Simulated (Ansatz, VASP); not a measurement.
# One calculation of TaRhN2, two programs

```xyz
4
Lattice="3.1366 0.0000 0.0000 0.0000 3.1366 0.0000 0.0000 0.0000 4.3111" Properties=species:S:1:pos:R:3 pbc="T T T"
Ta    0.0000    0.0000    0.0000
Rh    1.5683    1.5683    2.1555
N     0.0000    0.0000    2.1555
N     1.5683    1.5683    0.0000
```

Alike in both runs: functional PBE; k mesh 6 × 6 × 4; occupations gaussian, width 0.1 eV; collinear spin.

Ansatz relaxed the structure, and its values are those at the end. VASP's run is a single point on that final structure, the one shown.

```csv
,VASP,Ansatz
version,VASP 6.6.1,Ansatz 0.2.0
potentials or method,"VASP PAW PBE potentials, release 64 (Ta_pv, Rh_pv, N), cutoff 520 eV","scalar-relativistic, plane waves, PAW"
valence electrons in the cell,36,40
```

```csv
,VASP,Ansatz,Ansatz less VASP
gap on the k mesh at the Fermi level (eV),none,none,-
pressure (GPa),0.4,0.1,-0.31
net moment per atom (μB),0.00,0.00,0.000
```

A gap of «none» marks a metal or a gap that the smearing closes. The functional is the same, so the differences come from potentials, cutoffs and numerics. VASP's potentials hold 36 valence electrons a cell and Ansatz's 40, so a difference there can come from the potentials and not from the codes. Ansatz's warnings: seeded moment not kept.

The k mesh is coarse, so the values compare programs but aren't converged. Spin-orbit coupling is off throughout.
